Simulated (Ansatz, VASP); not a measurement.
# Mg: VASP beside Ansatz

```xyz
1
Lattice="0.0000 2.2738 2.2738 2.2738 0.0000 2.2738 2.2738 2.2738 0.0000" Properties=species:S:1:pos:R:3 pbc="T T T"
Mg    0.0000    0.0000    0.0000
```

Change from the starting cell: volume scaled by 1.04.

Alike in both runs: task single point; functional LDA; k mesh 16 × 16 × 16; occupations fermi-dirac, width 0.03 eV; no spin polarisation.

|  | VASP | Ansatz |
| --- | --- | --- |
| version | VASP 6.6.1 | Ansatz 0.2.0 |
| potentials or method | VASP PAW LDA potentials, release 64 (Mg), cutoff 520 eV | all-electron LAPW, scalar-relativistic |

```csv
,VASP,Ansatz,Ansatz less VASP
pressure (GPa),-2.9,-2.5,+0.33
```

LDA's correlation is that of Perdew and Zunger in VASP and of Perdew and Wang (1992) in Ansatz. Ansatz ran all-electron here, and VASP with PAW potentials.
